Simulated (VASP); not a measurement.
A run of VASP 6.6.1:

The input INCAR:

```
PREC = Accurate
ENCUT = 520
EDIFF = 1E-6
ISMEAR = 0
SIGMA = 0.1
LREAL = F
LASPH = T
NELM = 100
ALGO = Normal
ISIF = 2
LWAVE = F
LCHARG = T
GGA = PE
LELF = T
LVHAR = T
NBANDS = 19
```

The input KPOINTS:

```
Automatic mesh
0
Gamma
  4 4 4
```

POSCAR

```
H6Pb
1.0
    0.0000000000      3.1013285458      3.1013285458
    3.1013285458      0.0000000000      3.1013285458
    3.1013285458      3.1013285458      0.0000000000
H Pb
6 1
Direct
    0.5000000000      0.5000000000      0.0000000000
    0.5000000000      0.0000000000      0.5000000000
    0.0000000000      0.0000000000      0.5000000000
    0.0000000000      0.5000000000      0.0000000000
    0.0000000000      0.5000000000      0.5000000000
    0.5000000000      0.0000000000      0.0000000000
    0.0000000000      0.0000000000      0.0000000000
```

Potentials or basis: VASP PAW PBE potentials, release 64 (H, Pb_d).

Command:

```console
$ cat potpaw_PBE.64/H/POTCAR potpaw_PBE.64/Pb_d/POTCAR > POTCAR
$ mpirun -np 1 vasp_std > vasp.out
```

Hardware: 1 thread of Intel(R) Xeon(R) 6975P-C (Granite Rapids), with other jobs on the host.

Question: Estimate the wall time of this run.

Answer: It took 7.4 s on 1 thread of Intel(R) Xeon(R) 6975P-C (Granite Rapids), with other jobs on the host, peak memory 0.2 GiB. Counts: scf iterations 13, k points 8.
